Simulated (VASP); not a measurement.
# Ge (Fd-3m) in VASP: notebook

Runs on Ge. Level: PBE. Tasks: relaxation of cell and atoms.

Everything below comes from runs of VASP 6.6.1. Logs are shortened: lines on timing, memory, paths and dates and some standing lists are left out, and cuts for length are marked.

## (1) The cell of the first run

Symmetry: Fd-3m, No. 227, cubic system. Conventional cell: a = 5.658 Å, b = 5.658 Å, c = 5.658 Å, α = 90.00°, β = 90.00°, γ = 90.00°. Within 3.2 Å of Ge (site symmetry -43m) lie 4 Ge at 2.45 Å.

## (2) Relaxation of cell and atoms, PBE

The input, INCAR:

```
PREC     = Accurate       # precision mode
ENCUT    = 600            # plane-wave cutoff, eV
EDIFF    = 1E-6           # SCF threshold, eV
ISMEAR   = -1             # smearing method
SIGMA    = 0.02           # smearing width, eV
LREAL    = False          # projectors in reciprocal space
LASPH    = True           # aspherical terms in the spheres
NELM     = 80             # most SCF steps
ALGO     = Normal         # electronic algorithm
ISIF     = 3              # what is computed and relaxed
LWAVE    = False          # write WAVECAR
LCHARG   = False          # write CHGCAR
GGA      = PE             # functional
IBRION   = 2              # ionic algorithm
NSW      = 50             # ionic steps
EDIFFG   = -0.02          # ionic threshold
```

The input, KPOINTS:

```
Automatic mesh
0
Gamma
  6 6 6
```

The input, POSCAR:

```
Ge
1.0
    0.0000000000      2.8289100000      2.8289100000
    2.8289100000      0.0000000000      2.8289100000
    2.8289100000      2.8289100000      0.0000000000
Ge
2
Direct
    0.0000000000      0.0000000000      0.0000000000
    0.2500000000      0.2500000000      0.2500000000
```

Potentials or basis: VASP PAW PBE potentials, release 64 (Ge_d).

The run is started by

```console
$ cat potpaw_PBE.64/Ge_d/POTCAR > POTCAR
$ mpirun -np 1 vasp_std > vasp.out
```

OUTCAR:

```text
PREC = Accurate
   ENCUT = 600
   EDIFF = 1E-6
   ISMEAR = -1
   LREAL = False
   LASPH = True
   NELM = 80
   ISIF = 3
   GGA = PE
   IBRION = 2
   NSW = 50
   EDIFFG = -0.02

 ion  position               nearest neighbor table
   1  0.000  0.000  0.000-   2 2.45   2 2.45   2 2.45   2 2.45
   2  0.250  0.250  0.250-   1 2.45   1 2.45   1 2.45   1 2.45

  LATTYP: Found a face centered cubic cell.
 ALAT       =     5.6578200000

  Lattice vectors:

 A1 = (   0.0000000000,   2.8289100000,   2.8289100000)
 A2 = (   2.8289100000,   0.0000000000,   2.8289100000)
 A3 = (   2.8289100000,   2.8289100000,   0.0000000000)

Analysis of symmetry for initial positions (statically):
=====================================================================
 Subroutine PRICEL returns:
 Original cell was already a primitive cell.

 Routine SETGRP: Setting up the symmetry group for a
 face centered cubic supercell.

 Subroutine GETGRP returns: Found 48 space group operations
 (whereof 24 operations were pure point group operations)
 out of a pool of 48 trial point group operations.

The static configuration has the point symmetry T_d .
 The point group associated with its full space group is O_h .

Analysis of symmetry for dynamics (positions and initial velocities):
=====================================================================
 Subroutine PRICEL returns:
 Original cell was already a primitive cell.

 Routine SETGRP: Setting up the symmetry group for a
 face centered cubic supercell.

 Subroutine GETGRP returns: Found 48 space group operations
 (whereof 24 operations were pure point group operations)
 out of a pool of 48 trial point group operations.

The dynamic configuration has the point symmetry T_d .
 The point group associated with its full space group is O_h .

 Subroutine INISYM returns: Found 48 space group operations
 (whereof 24 operations are pure point group operations),
 and found     1 'primitive' translations

----------------------------------------------------------------------------------------

                                     Primitive cell

  volume of cell :      45.2780

  direct lattice vectors                    reciprocal lattice vectors
     0.000000000  2.828910000  2.828910000    -0.176746521  0.176746521  0.176746521
     2.828910000  0.000000000  2.828910000     0.176746521 -0.176746521  0.176746521
     2.828910000  2.828910000  0.000000000     0.176746521  0.176746521 -0.176746521

  length of vectors
     4.000682889  4.000682889  4.000682889     0.306133954  0.306133954  0.306133954

  position of ions in fractional coordinates (direct lattice)
     0.000000000  0.000000000  0.000000000
     0.250000000  0.250000000  0.250000000

  ion indices of the primitive-cell ions
   primitive index   ion index
                 1           1
                 2           2

----------------------------------------------------------------------------------------

 KPOINTS: Automatic mesh

Automatic generation of k-mesh.
 Grid dimensions read from file:
 generate k-points for:    6    6    6

 Generating k-lattice:

  Cartesian coordinates                     Fractional coordinates (reciprocal lattice)
    -0.029457753  0.029457753  0.029457753     0.166666667  0.000000000  0.000000000
     0.029457753 -0.029457753  0.029457753     0.000000000  0.166666667  0.000000000
     0.029457753  0.029457753 -0.029457753     0.000000000  0.000000000  0.166666667

  Length of vectors
     0.051022326  0.051022326  0.051022326

  Shift w.r.t. Gamma in fractional coordinates (k-lattice)
     0.000000000  0.000000000  0.000000000

 Subroutine IBZKPT returns following result:
 ===========================================

 Found     16 irreducible k-points:

 Following reciprocal coordinates:
            Coordinates               Weight
  0.000000  0.000000  0.000000      1.000000
  0.166667  0.000000  0.000000      8.000000
  0.333333  0.000000  0.000000      8.000000
  0.500000  0.000000  0.000000      4.000000
  0.166667  0.166667  0.000000      6.000000
  0.333333  0.166667  0.000000     24.000000
[... 8 lines left out ...]
 -0.333333  0.333333  0.166667     24.000000
 -0.333333  0.500000  0.166667     12.000000
   k-points           NKPTS =     16   k-points in BZ     NKDIM =     16   number of bands    NBANDS=     18
   number of dos      NEDOS =    301   number of ions     NIONS =      2
   total plane-waves  NPLWV =  32768
   dimension x,y,z NGX =    32 NGY =   32 NGZ =   32
   dimension x,y,z NGXF=    64 NGYF=   64 NGZF=   64
   ions per type =               2
   NGX,Y,Z   is equivalent  to a cutoff of  13.30, 13.30, 13.30 a.u.
   NGXF,Y,Z  is equivalent  to a cutoff of  26.59, 26.59, 26.59 a.u.
 SYSTEM =  unknown system
   PREC   = accura    normal or accurate (medium, high low for compatibility)
   ISTART =      0    job   : 0-new  1-cont  2-samecut
   ICHARG =      2    charge: 1-file 2-atom 10-const
   ISPIN  =      1    spin polarized calculation?
   LNONCOLLINEAR =      F non collinear calculations
   LSORBIT =      F    spin-orbit coupling
   LASPH  =      T    aspherical Exc in radial PAW
   ENCUT  =  600.0 eV  44.10 Ry    6.64 a.u.   7.99  7.99  7.99*2*pi/ulx,y,z
   NELM   =     80;   NELMIN=  2; NELMDL= -5     # of ELM steps
   EDIFF  = 0.1E-05   stopping-criterion for ELM
   LREAL  =      F    real-space projection
   EDIFFG = -.2E-01   stopping-criterion for IOM
   NSW    =     50    number of steps for IOM
   IBRION =      2    ionic relax: 0-MD 1-quasi-New 2-CG
   NFREE  =      1    steps in history (QN), initial steepest desc. (CG)
   ISIF   =      3    stress and relaxation
   ISYM   =      2    0-nonsym 1-usesym 2-fastsym
   POTIM  = 0.5000    time-step for ionic-motion
   TEBEG  =    0.0;   TEEND  =   0.0 temperature during run
   PSTRESS=    0.0 pullay stress
   NELECT =      28.0000    total number of electrons
   NUPDOWN=      -1.0000    fix difference up-down
   EMIN   =  10.00;   EMAX   =-10.00  energy-range for DOS
   EFERMI =   0.00;   METHOD = LEGACY
   ISMEAR =    -1;   SIGMA  =   0.02  broadening in eV -4-tet -1-fermi 0-gaus
   EFERMI_NEDOS =   21; number of points for ismear=-14 and -15
   IALGO  =     38    algorithm
   IMIX   =      4    mixing-type and parameters
     AMIX     =   0.40;   BMIX     =  1.00
     AMIX_MAG =   1.60;   BMIX_MAG =  1.00
  volume/ion in A,a.u.               =      22.64       152.78
  Fermi-wavevector in a.u.,A,eV,Ry     =   1.394756  2.635708 26.468033  1.945346
  Thomas-Fermi vector in A             =   2.518275
   LORBIT       =      0    0 simple, 1 ext, 2 COOP (PROOUT), +10 PAW based schemes
   GGA     = PE    functional components
   LHFCALC =     F    Hartree Fock is set to
   AEXX    =    0.0000 exact exchange contribution
   IVDW    =     0    specifies the selected vdW correction
   LEPSILON=     F    determine dielectric tensor
   LRPA    =     F    only Hartree local field effects (RPA)
 conjugate gradient relaxation of ions
 non-spin polarized calculation
  energy-cutoff  :      600.00
  volume of cell :       45.28
 maximum number of plane-waves:      1527
   NGX = 15   NGY = 15   NGZ = 15

--------------------------------------- Ionic step        1  -------------------------------------------

 number of electron      28.0000013 magnetization

 Free energy of the ion-electron system (eV)
  ---------------------------------------------------
  ext. energy  EPLUGINS =         0.00000000
  ---------------------------------------------------
  free energy    TOTEN  =        -8.96508346 eV

  energy without entropy =       -8.96470926  energy(sigma->0) =       -8.96489636

 E-fermi :   5.0356     XC(G=0):  -9.9172

 val. band max:        5.0021457345   @ k =   0.0000   0.0000   0.0000
 cond. band min:       5.0377423368   @ k =   0.0000   0.0000   0.0000
 fundamental gap:      0.0355966023
 Fermi energy:         5.0355606937

 k-point     1 :       0.0000    0.0000    0.0000
  band No.  band energies     occupation
      1     -19.8104      2.00000
      2     -19.8104      2.00000
      3     -19.8104      2.00000
      4     -19.7744      2.00000
      5     -19.7744      2.00000
      6     -19.5638      2.00000
[... 10 lines left out ...]
     17       7.5529      0.00000
     18       7.5529      0.00000
[... 443 lines left out ...]
 POSITION                                       TOTAL-FORCE (eV/Angst)
 -----------------------------------------------------------------------------------
      0.00000      0.00000      0.00000        -0.000000     -0.000000     -0.000000
      1.43940      1.43940      1.43940         0.000000      0.000000      0.000000
 -----------------------------------------------------------------------------------
    total drift:                               -0.000000      0.000000      0.000000

  FREE ENERGIE OF THE ION-ELECTRON SYSTEM (eV)
  ---------------------------------------------------
  free  energy   TOTEN  =        -8.9934037987 eV

  energy  without entropy=       -8.9926946002  energy(sigma->0) =       -8.99304920

--------------------------------------- Ionic step        5  -------------------------------------------

 number of electron      28.0000015 magnetization

 Free energy of the ion-electron system (eV)
  ---------------------------------------------------
  ext. energy  EPLUGINS =         0.00000000
  ---------------------------------------------------
  free energy    TOTEN  =        -8.99348194 eV

  energy without entropy =       -8.99275374  energy(sigma->0) =       -8.99311784

 E-fermi :   4.4827     XC(G=0):  -9.6635

 val. band max:        4.0393817596   @ k =   0.0000   0.0000   0.0000
 cond. band min:       4.4886350536   @ k =   0.0000   0.0000   0.0000
 fundamental gap:      0.4492532940
 Fermi energy:         4.4827464556

 k-point     1 :       0.0000    0.0000    0.0000
  band No.  band energies     occupation
      1     -20.2525      2.00000
      2     -20.2525      2.00000
      3     -20.2525      2.00000
      4     -20.2205      2.00000
      5     -20.2205      2.00000
      6     -20.0374      2.00000
[... 10 lines left out ...]
     17       7.0146      0.00000
     18       7.0146      0.00000
[... 335 lines left out ...]
 POSITION                                       TOTAL-FORCE (eV/Angst)
 -----------------------------------------------------------------------------------
      0.00000      0.00000      0.00000         0.000000     -0.000000     -0.000000
      1.44020      1.44020      1.44020        -0.000000      0.000000      0.000000
 -----------------------------------------------------------------------------------
    total drift:                               -0.000000      0.000000      0.000000

  FREE ENERGIE OF THE ION-ELECTRON SYSTEM (eV)
  ---------------------------------------------------
  free  energy   TOTEN  =        -8.9934819430 eV

  energy  without entropy=       -8.9927537437  energy(sigma->0) =       -8.99311784

 reached required accuracy - stopping structural energy minimisation
```

It took 29 s on 1 thread of Intel Xeon Platinum 8559C (Emerald Rapids), shared host; peak memory 0.18 GiB.

What came out:

- Free energy: -8.9935 eV
- Relaxed volume: 23.90 Å³/atom
- Relaxed cell: a = 4.074 Å, b = 4.074 Å, c = 4.074 Å, α = 60.00°, β = 60.00°, γ = 60.00°
- Space group after relaxing (to 0.05 Å): Fd-3m (No. 227)
- Energy gained by relaxing: 14.2 meV/atom
- Ionic steps: 5
- Pressure after relaxing: 0.0 GPa
- Band gap on the k mesh: zero (filled and empty bands touch)

The path:
```tsv
step	energy change (eV)	largest force (eV/Å)	pressure (GPa)	volume (Å³)
1	0.0000	0.0000	3.54	45.28
2	-0.0264	0.0000	-0.97	48.64
3	-0.0284	0.0000	-0.24	47.89
4	-0.0283	0.0000	0.20	47.72
5	-0.0284	0.0000	0.01	47.80
```

Final structure:
```cif
data_structure
_symmetry_space_group_name_H-M 'P 1'
_symmetry_Int_Tables_number 1
_cell_length_a 4.0735
_cell_length_b 4.0735
_cell_length_c 4.0735
_cell_angle_alpha 60.000
_cell_angle_beta 60.000
_cell_angle_gamma 60.000
_cell_volume 47.80
loop_
_atom_site_label
_atom_site_type_symbol
_atom_site_fract_x
_atom_site_fract_y
_atom_site_fract_z
_atom_site_occupancy
Ge1 Ge 0.00000 0.00000 0.00000 1
Ge2 Ge 0.25000 0.25000 0.25000 1
```

Levels at points of the mesh, in eV from the Fermi level:
```csv
k point,band 10,band 11,band 12,band 13,band 14,band 15,band 16,band 17,band 18
"(0.00, 0.00, 0.00)",-24.51,-12.37,-0.44,0.01,0.01,0.01,2.53,2.53,2.53
"(0.50, 0.00, 0.00)",-24.49,-10.41,-7.35,-1.32,-1.32,0.03,3.72,3.72,7.11
"(0.50, 0.50, 0.00)",-24.47,-8.68,-8.68,-2.88,-2.88,0.82,0.82,9.08,9.08
```

PBE usually gives volumes a little too large and moduli too small. Zero-point motion and thermal expansion aren't in these numbers.

## (3) Relaxation of cell and atoms, PBE, target pressure 10 GPa, at which the enthalpy is minimised

The input, INCAR:

```
SYSTEM = Ge
ALGO = Normal ; EDIFF = 1E-6
EDIFFG = -0.02 ; ENCUT = 600
GGA = PE ; IBRION = 2
ISIF = 3 ; ISMEAR = -1
LASPH = .TRUE. ; LCHARG = .FALSE.
LREAL = .FALSE. ; LWAVE = .FALSE.
NELM = 60 ; NSW = 50
PREC = Accurate ; PSTRESS = 100.0
SIGMA = 0.02
```

The input, KPOINTS:

```
k-points
0
G
  6 6 6
  0 0 0
```

POSCAR is that of step 2.

Potentials or basis: VASP PAW PBE potentials, release 64 (Ge_d).

The run is started by

```console
$ cat potpaw_PBE.64/Ge_d/POTCAR > POTCAR
$ mpirun -np 1 vasp_std > vasp.out
```

Wall time 38 s (1 thread of Intel Xeon Platinum 8559C (Emerald Rapids), shared host); peak memory 0.18 GiB.

The run converged. Its results:

```
Free energy                                            : -8.8357 eV
Relaxed volume                                         : 21.05 Å³/atom
Relaxed cell                                           : a = 3.905 Å, b = 3.905 Å, c = 3.905 Å, α = 60.00°, β = 60.00°, γ = 60.00°
Space group after relaxing (to 0.05 Å)                 : Fd-3m (No. 227)
Energy change on relaxing (the enthalpy is what falls) : +64.7 meV/atom
Ionic steps                                            : 6
Pressure after relaxing                                : 10.0 GPa
Band gap on the k mesh                                 : 0.42 eV, indirect (least direct gap 0.72 eV)
```

Step by step:
| step | energy change (eV) | largest force (eV/Å) | pressure (GPa) | volume (Å³) |
| --- | --- | --- | --- | --- |
| 1 | 0.0000 | 0.0000 | 3.54 | 45.28 |
| 2 | 0.3440 | 0.0000 | 17.49 | 39.56 |
| 3 | 0.1284 | 0.0000 | 9.78 | 42.12 |
| 4 | 0.1334 | 0.0000 | 10.32 | 42.04 |
| 5 | 0.1191 | 0.0000 | 9.65 | 42.27 |
| 6 | 0.1294 | 0.0000 | 10.00 | 42.10 |

Final structure:
```yaml
crystal:
  lattice:
    - [0.00000, 2.76115, 2.76115]
    - [2.76115, 0.00000, 2.76115]
    - [2.76115, 2.76115, 0.00000]
  atoms:
    - { symbol: Ge, position: [0.00000, 0.00000, 0.00000] }
    - { symbol: Ge, position: [0.25000, 0.25000, 0.25000] }
```

Levels at points of the mesh, in eV from the valence-band top:
| k point | band 11 | band 12 | band 13 | band 14 | band 15 | band 16 | band 17 | band 18 |
| --- | --- | --- | --- | --- | --- | --- | --- | --- |
| (0.00, 0.00, 0.00) | -13.35 | 0.00 | 0.00 | 0.00 | 0.72 | 2.58 | 2.58 | 2.58 |
| (0.50, 0.00, 0.00) | -11.08 | -7.96 | -1.52 | -1.52 | 0.42 | 3.77 | 3.77 | 7.15 |
| (0.50, 0.50, 0.00) | -9.18 | -9.18 | -3.34 | -3.34 | 0.65 | 0.65 | 10.13 | 10.13 |

Caveat: the cell is relaxed towards a set pressure, so the enthalpy falls and the energy may rise. A k mesh can miss the band edges.
